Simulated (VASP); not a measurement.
Set up this calculation in VASP 6.6.1, as the native input.

- Task: single point
- Functional: r2SCAN
- Potentials or basis: VASP PAW PBE potentials, release 64 (Rb_sv, Cd, P)
- Cutoff: 520 eV
- k mesh: 5 × 5 × 5
- Occupations: fermi-dirac, width 0.1 eV
- Spin: no spin polarisation
- Dipole correction: no
- Further INCAR settings: ALGO = Normal; EDIFF = 1e-06; NBANDS = 46

Crystal: RbCd4P3.

```xyz
8
Lattice="4.3798 0.0000 0.0000 -2.1899 3.7930 0.0000 -2.1899 1.2643 12.2206" Properties=species:S:1:pos:R:3 pbc="T T T"
Rb    0.0000    2.5287    6.1103
Cd   -2.1899    3.7930    3.2196
Cd    2.1899    1.2643    9.0011
Cd   -2.1899    3.7930   11.1068
Cd    2.1899    1.2643    1.1139
P    -2.1899    3.7930    8.5260
P     2.1899    1.2643    3.6946
P     0.0000    0.0000    0.0000
```

The input as run:

POSCAR

```
RbCd4P3
1.0
    4.3798140622     -0.0000002864     -0.0000000610
   -2.1899067831      3.7930303849     -0.0000000223
   -2.1899067781      1.2643437274     12.2206396032
Rb Cd P
1 4 3
Direct
    0.5000000000      0.5000000000      0.5000000000
    0.0878175359      0.9121824641      0.2634526078
    0.9121824641      0.0878175359      0.7365473922
    0.3029514108      0.6970485892      0.9088542324
    0.6970485892      0.3029514108      0.0911457676
    0.2325587120      0.7674412880      0.6976761359
    0.7674412880      0.2325587120      0.3023238641
    0.0000000000      0.0000000000      0.0000000000
```

INCAR.step1

```
SYSTEM = RbCd4P3
  ALGO = Normal
  EDIFF = 1E-4
  ENCUT = 520
  GGA = PE
  ISMEAR = -1
  LASPH = .TRUE.
  LCHARG = .FALSE.
  LREAL = .FALSE.
  LWAVE = .TRUE.
  NBANDS = 46
  NELM = 80
  PREC = Accurate
  SIGMA = 0.1
```

INCAR.step2

```
SYSTEM = RbCd4P3
  ALGO = Normal
  EDIFF = 1E-6
  ENCUT = 520
  ISIF = 2
  ISMEAR = -1
  ISTART = 1
  LASPH = .TRUE.
  LCHARG = .TRUE.
  LELF = .TRUE.
  LMIXTAU = .TRUE.
  LREAL = .FALSE.
  LVHAR = .TRUE.
  LWAVE = .FALSE.
  METAGGA = R2SCAN
  NBANDS = 46
  NELM = 80
  PREC = Accurate
  SIGMA = 0.1
```

KPOINTS

```
k-points
0
G
  5 5 5
  0 0 0
```

Potentials or basis: VASP PAW PBE potentials, release 64 (Rb_sv, Cd, P).

Launch:

```bash
$ cat potpaw_PBE.64/Rb_sv/POTCAR potpaw_PBE.64/Cd/POTCAR potpaw_PBE.64/P/POTCAR > POTCAR
$ cp INCAR.step1 INCAR
$ mpirun -np 1 vasp_std > vasp.out
$ cp INCAR.step2 INCAR
$ mpirun -np 1 vasp_std > vasp.out
```

Results of the run:

```yaml
Pressure: 0.2 GPa
Largest_force: 0.018 eV/Å
Band_gap_on_the_k_mesh: 0.29 eV
```

Caveat: semilocal functionals underestimate gaps, and a narrow one can read as zero; the PAW data sets were made with another functional, which shifts forces and pressure a little.

It took 5.4 min on 1 thread of Intel(R) Xeon(R) 6975P-C (Granite Rapids) (shared host), peak memory 0.47 GiB.
